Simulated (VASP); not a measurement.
# Au (Fm-3m) in VASP: a series of runs, part 2 of 2

VASP 6.6.1. The steps go on from the part before.

**4. Relaxation of cell and atoms, PBEsol, target pressure 60 GPa, at which the enthalpy is minimised**

INCAR

```
SYSTEM = Au
  PREC = Accurate
  ENCUT = 500
  EDIFF = 1E-7
  ISMEAR = -1
  SIGMA = 0.05
  LREAL = .FALSE.
  LASPH = .TRUE.
  NELM = 120
  ALGO = Normal
  ISIF = 3
  LWAVE = .FALSE.
  LCHARG = .FALSE.
  GGA = PS
  IBRION = 2
  NSW = 60
  EDIFFG = -0.03
  PSTRESS = 600.0
  GGA_COMPAT = .FALSE.
  NELMIN = 4
```

KPOINTS

```
regular mesh
0
G
  9 9 9
  0 0 0
```

POSCAR

```
Au
1.0
    0.0000000000      2.0350000000      2.0350000000
    2.0350000000      0.0000000000      2.0350000000
    2.0350000000      2.0350000000      0.0000000000
Au
1
Direct
    0.0000000000      0.0000000000      0.0000000000
```

Potentials or basis: VASP PAW PBE potentials, release 64 (Au).

On the command line:

```console
$ cat potpaw_PBE.64/Au/POTCAR > POTCAR
$ mpirun -np 1 vasp_std > vasp.out
```

OUTCAR:

```text
SYSTEM = Au
   PREC = Accurate
   ENCUT = 500
   EDIFF = 1E-7
   ISMEAR = -1
   LREAL = .FALSE.
   LASPH = .TRUE.
   NELM = 120
   ISIF = 3
   GGA = PS
   IBRION = 2
   NSW = 60
   EDIFFG = -0.03
   PSTRESS = 600.0
   NELMIN = 4

 ion  position               nearest neighbor table
   1  0.000  0.000  0.000-

  LATTYP: Found a face centered cubic cell.
 ALAT       =     4.0700000000

  Lattice vectors:

 A1 = (   0.0000000000,   2.0350000000,   2.0350000000)
 A2 = (   2.0350000000,   0.0000000000,   2.0350000000)
 A3 = (   2.0350000000,   2.0350000000,   0.0000000000)

Analysis of symmetry for initial positions (statically):
=====================================================================
 Subroutine PRICEL returns:
 Original cell was already a primitive cell.

 Routine SETGRP: Setting up the symmetry group for a
 face centered cubic supercell.

 Subroutine GETGRP returns: Found 48 space group operations
 (whereof 48 operations were pure point group operations)
 out of a pool of 48 trial point group operations.

The static configuration has the point symmetry O_h .

Analysis of symmetry for dynamics (positions and initial velocities):
=====================================================================
 Subroutine PRICEL returns:
 Original cell was already a primitive cell.

 Routine SETGRP: Setting up the symmetry group for a
 face centered cubic supercell.

 Subroutine GETGRP returns: Found 48 space group operations
 (whereof 48 operations were pure point group operations)
 out of a pool of 48 trial point group operations.

The dynamic configuration has the point symmetry O_h .

 Subroutine INISYM returns: Found 48 space group operations
 (whereof 48 operations are pure point group operations),
 and found     1 'primitive' translations

----------------------------------------------------------------------------------------

                                     Primitive cell

  volume of cell :      16.8548

  direct lattice vectors                    reciprocal lattice vectors
     0.000000000  2.035000000  2.035000000    -0.245700246  0.245700246  0.245700246
     2.035000000  0.000000000  2.035000000     0.245700246 -0.245700246  0.245700246
     2.035000000  2.035000000  0.000000000     0.245700246  0.245700246 -0.245700246

  length of vectors
     2.877924599  2.877924599  2.877924599     0.425565309  0.425565309  0.425565309

  position of ions in fractional coordinates (direct lattice)
     0.000000000  0.000000000  0.000000000

  ion indices of the primitive-cell ions
   primitive index   ion index
                 1           1

----------------------------------------------------------------------------------------

 KPOINTS: regular mesh

Automatic generation of k-mesh.
 Grid dimensions read from file:
 generate k-points for:    9    9    9

 Generating k-lattice:

  Cartesian coordinates                     Fractional coordinates (reciprocal lattice)
    -0.027300027  0.027300027  0.027300027     0.111111111  0.000000000  0.000000000
     0.027300027 -0.027300027  0.027300027     0.000000000  0.111111111  0.000000000
     0.027300027  0.027300027 -0.027300027     0.000000000  0.000000000  0.111111111

  Length of vectors
     0.047285034  0.047285034  0.047285034

  Shift w.r.t. Gamma in fractional coordinates (k-lattice)
     0.000000000  0.000000000  0.000000000

 Subroutine IBZKPT returns following result:
 ===========================================

 Found     35 irreducible k-points:

 Following reciprocal coordinates:
            Coordinates               Weight
  0.000000  0.000000  0.000000      1.000000
  0.111111  0.000000  0.000000      8.000000
  0.222222  0.000000  0.000000      8.000000
  0.333333  0.000000  0.000000      8.000000
  0.444444  0.000000  0.000000      8.000000
  0.111111  0.111111  0.000000      6.000000
[... 16 lines left out ...]
 -0.333333  0.333333  0.000000     12.000000
  0.444444  0.444444  0.000000      6.000000
 [... further k-points ...]
   k-points           NKPTS =     35   k-points in BZ     NKDIM =     35   number of bands    NBANDS=      9
   number of dos      NEDOS =    301   number of ions     NIONS =      1
   total plane-waves  NPLWV =  13824
   dimension x,y,z NGX =    24 NGY =   24 NGZ =   24
   dimension x,y,z NGXF=    48 NGYF=   48 NGZF=   48
   ions per type =               1
   NGX,Y,Z   is equivalent  to a cutoff of  13.86, 13.86, 13.86 a.u.
   NGXF,Y,Z  is equivalent  to a cutoff of  27.73, 27.73, 27.73 a.u.
 SYSTEM =  Au
   PREC   = accura    normal or accurate (medium, high low for compatibility)
   ISTART =      0    job   : 0-new  1-cont  2-samecut
   ICHARG =      2    charge: 1-file 2-atom 10-const
   ISPIN  =      1    spin polarized calculation?
   LNONCOLLINEAR =      F non collinear calculations
   LSORBIT =      F    spin-orbit coupling
   LASPH  =      T    aspherical Exc in radial PAW
   ENCUT  =  500.0 eV  36.75 Ry    6.06 a.u.   5.25  5.25  5.25*2*pi/ulx,y,z
   NELM   =    120;   NELMIN=  4; NELMDL= -5     # of ELM steps
   EDIFF  = 0.1E-06   stopping-criterion for ELM
   LREAL  =      F    real-space projection
   EDIFFG = -.3E-01   stopping-criterion for IOM
   NSW    =     60    number of steps for IOM
   IBRION =      2    ionic relax: 0-MD 1-quasi-New 2-CG
   NFREE  =      1    steps in history (QN), initial steepest desc. (CG)
   ISIF   =      3    stress and relaxation
   ISYM   =      2    0-nonsym 1-usesym 2-fastsym
   POTIM  = 0.5000    time-step for ionic-motion
   TEBEG  =    0.0;   TEEND  =   0.0 temperature during run
   PSTRESS=  600.0 pullay stress
   NELECT =      11.0000    total number of electrons
   NUPDOWN=      -1.0000    fix difference up-down
   EMIN   =  10.00;   EMAX   =-10.00  energy-range for DOS
   EFERMI =   0.00;   METHOD = LEGACY
   ISMEAR =    -1;   SIGMA  =   0.05  broadening in eV -4-tet -1-fermi 0-gaus
   EFERMI_NEDOS =   21; number of points for ismear=-14 and -15
   IALGO  =     38    algorithm
   IMIX   =      4    mixing-type and parameters
     AMIX     =   0.40;   BMIX     =  1.00
     AMIX_MAG =   1.60;   BMIX_MAG =  1.00
  volume/ion in A,a.u.               =      16.85       113.74
  Fermi-wavevector in a.u.,A,eV,Ry     =   1.420032  2.683470 27.436005  2.016489
  Thomas-Fermi vector in A             =   2.540990
   LORBIT       =      0    0 simple, 1 ext, 2 COOP (PROOUT), +10 PAW based schemes
   GGA     = PS    functional components
   LHFCALC =     F    Hartree Fock is set to
   AEXX    =    0.0000 exact exchange contribution
   IVDW    =     0    specifies the selected vdW correction
   LEPSILON=     F    determine dielectric tensor
   LRPA    =     F    only Hartree local field effects (RPA)
 conjugate gradient relaxation of ions
 non-spin polarized calculation
  energy-cutoff  :      500.00
  volume of cell :       16.85
 maximum number of plane-waves:       440
 NGX is ok and might be reduce to    24
   NGX = 11   NGY = 11   NGZ = 11

--------------------------------------- Ionic step        1  -------------------------------------------

 number of electron      10.9999999 magnetization

 Free energy of the ion-electron system (eV)
  ---------------------------------------------------
  ext. energy  EPLUGINS =         0.00000000
  ---------------------------------------------------
  free energy    TOTEN  =        -3.94799029 eV

  energy without entropy =       -3.94748563  energy(sigma->0) =       -3.94773796

 E-fermi :   9.4112     XC(G=0): -12.9489

 val. band max:        9.0664232130   @ k =   0.4444   0.3333   0.0000
 cond. band min:       9.4648530339   @ k =   0.4444   0.4444   0.0000
 fundamental gap:      0.3984298209
 Fermi energy:         9.4112290719

 k-point     1 :       0.0000    0.0000    0.0000
  band No.  band energies     occupation
      1      -0.5745      2.00000
      2       4.7303      2.00000
      3       4.7303      2.00000
      4       4.7303      2.00000
      5       6.2891      2.00000
      6       6.2891      2.00000
      7      23.9503      0.00000
      8      28.0051      0.00000
      9      28.0051      0.00000
[... 569 lines left out ...]
  enthalpy is  TOTEN    =         1.7375377979 eV   P V=        5.2456269607

--------------------------------------- Ionic step        9  -------------------------------------------

 number of electron      11.0000001 magnetization

 Free energy of the ion-electron system (eV)
  ---------------------------------------------------
  ext. energy  EPLUGINS =         0.00000000
  ---------------------------------------------------
  free energy    TOTEN  =        -3.49258957 eV

  energy without entropy =       -3.49050448  energy(sigma->0) =       -3.49154703

 E-fermi :  12.6764     XC(G=0): -14.0896

 val. band max:       12.5689027844   @ k =   0.4444   0.2222   0.0000
 cond. band min:      13.3046975374   @ k =  -0.4444   0.1111   0.0000
 fundamental gap:      0.7357947530
 Fermi energy:        12.6764442392

 k-point     1 :       0.0000    0.0000    0.0000
  band No.  band energies     occupation
      1       0.7554      2.00000
      2       7.0747      2.00000
      3       7.0747      2.00000
      4       7.0747      2.00000
      5       9.2336      2.00000
      6       9.2336      2.00000
      7      27.0032      0.00000
      8      32.1600      0.00000
      9      32.1600      0.00000
[... 304 lines left out ...]
  FREE ENERGIE OF THE ION-ELECTRON SYSTEM (eV)
  ---------------------------------------------------
  free  energy   TOTEN  =        -3.4925895733 eV

  energy  without entropy=       -3.4905044815  energy(sigma->0) =       -3.49154703

  enthalpy is  TOTEN    =         1.7373530725 eV   P V=        5.2299426458

 reached required accuracy - stopping structural energy minimisation
```

CONTCAR:

```text
Au
   1.00000000000000
     0.0000000000000000    1.9113582151472102    1.9113582151472102
     1.9113582151472102    0.0000000000000000    1.9113582151472102
     1.9113582151472102    1.9113582151472102    0.0000000000000000
  Au
     1
Direct
     0.0000000000000000    0.0000000000000000    0.0000000000000000

  0.00000000E+00  0.00000000E+00  0.00000000E+00
```

Wall time 37 s (1 thread of Intel Xeon Platinum 8375C at 2.90GHz (Ice Lake), shared host); peak memory 0.16 GiB.

Results:

```yaml
Free_energy: -3.4926 eV
Relaxed_volume: 13.97 Å³/atom
Relaxed_cell: a = 2.703 Å, b = 2.703 Å, c = 2.703 Å, α = 60.00°, β = 60.00°, γ = 60.00°
Space_group_after_relaxing_to_0.1_Å: Fm-3m (No. 225)
Energy_change_on_relaxing_the_run_minimises_the_enthalpy: +455.4 meV/atom
Ionic_steps: 9
Pressure_after_relaxing: 60.0 GPa
Band_gap_on_the_k_mesh: zero (an odd number of electrons rules out a gap without spin polarisation)
```

The path:
| step | energy change (eV) | largest force (eV/Å) | pressure (GPa) | volume (Å³) |
| --- | --- | --- | --- | --- |
| 1 | 0.0000 | 0.0000 | 1.36 | 16.85 |
| 2 | 37.9266 | 0.0000 | 2993.66 | 5.84 |
| 3 | 0.0317 | 0.0000 | 11.76 | 16.05 |
| 4 | 0.0923 | 0.0000 | 21.69 | 15.46 |
| 5 | 0.5616 | 0.0000 | 69.51 | 13.70 |
| 6 | 0.4394 | 0.0000 | 58.55 | 14.01 |
| 7 | 0.4592 | 0.0000 | 60.35 | 13.96 |
| 8 | 0.4399 | 0.0000 | 58.60 | 14.01 |
| 9 | 0.4554 | 0.0000 | 60.01 | 13.97 |

Final structure:
```cif
data_structure
_symmetry_space_group_name_H-M 'P 1'
_symmetry_Int_Tables_number 1
_cell_length_a 2.7031
_cell_length_b 2.7031
_cell_length_c 2.7031
_cell_angle_alpha 60.000
_cell_angle_beta 60.000
_cell_angle_gamma 60.000
_cell_volume 13.97
loop_
_atom_site_label
_atom_site_type_symbol
_atom_site_fract_x
_atom_site_fract_y
_atom_site_fract_z
_atom_site_occupancy
Au1 Au 0.00000 0.00000 0.00000 1
```

Caveat: the cell is relaxed towards a set pressure, so the run minimises the enthalpy, not the energy; the volume moved by over 15 % at a fixed basis, so the end points are rough; the PAW data sets were made with another functional, which shifts forces and pressure a little; spin-orbit coupling is left out, which moves the levels of the heavy elements.

**5. Overview**

```csv
cell,gap on the mesh (eV),pressure (GPa)
relaxed to 20 GPa,none,20.0
relaxed to 40 GPa,none,40.2
relaxed to 60 GPa,none,60.0
```

Alike in all rows: task relaxation of cell and atoms; level PBEsol; potentials or basis VASP PAW PBE potentials, release 64 (Au); no spin polarisation; k mesh 9 × 9 × 9; cutoff (eV) 500; smearing fermi-dirac 0.05 eV.

Caveats: the cell is relaxed towards a set pressure, so the run minimises the enthalpy, not the energy; the PAW data sets were made with another functional, which shifts forces and pressure a little; spin-orbit coupling is left out, which moves the levels of the heavy elements; the volume moved by over 15 % at a fixed basis, so the end points are rough (at least some runs).

Absolute energies hang on the potentials; compare differences alone.
